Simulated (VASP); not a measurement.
CO, 8 atoms in the cell. The typed cell holds 8 atoms: a = 5.688 Å, b = 5.603 Å, c = 5.618 Å, α = 90.57°, β = 88.37°, γ = 91.99°. 

| Property | Result |
| --- | --- |
| Program | VASP 6.6.1 |
| Task | single point |
| Functional | PBE |
| Potentials or basis | VASP PAW PBE potentials, release 64 (C, O) |
| Cutoff | 520 eV |
| k mesh | 3 × 3 × 3 |
| Occupations | gaussian, width 0.1 eV |
| Spin | no spin polarisation |
| Dipole correction | no |
| Further INCAR settings | ALGO = Normal; EDIFF = 1e-07; NBANDS = 30 |

Potentials or basis: VASP PAW PBE potentials, release 64 (C, O).

Run with:

```console
$ cat potpaw_PBE.64/C/POTCAR potpaw_PBE.64/O/POTCAR > POTCAR
$ mpirun -np 1 vasp_std > vasp.out
```

Hardware: 1 thread of Intel Xeon 6975P-C (shared host).

**Question.** Estimate the wall time of this run.

**Answer.** Wall time 2.7 min on 1 thread of Intel Xeon 6975P-C (shared host), peak memory 0.27 GiB. Counts: scf iterations 16, k points 14.
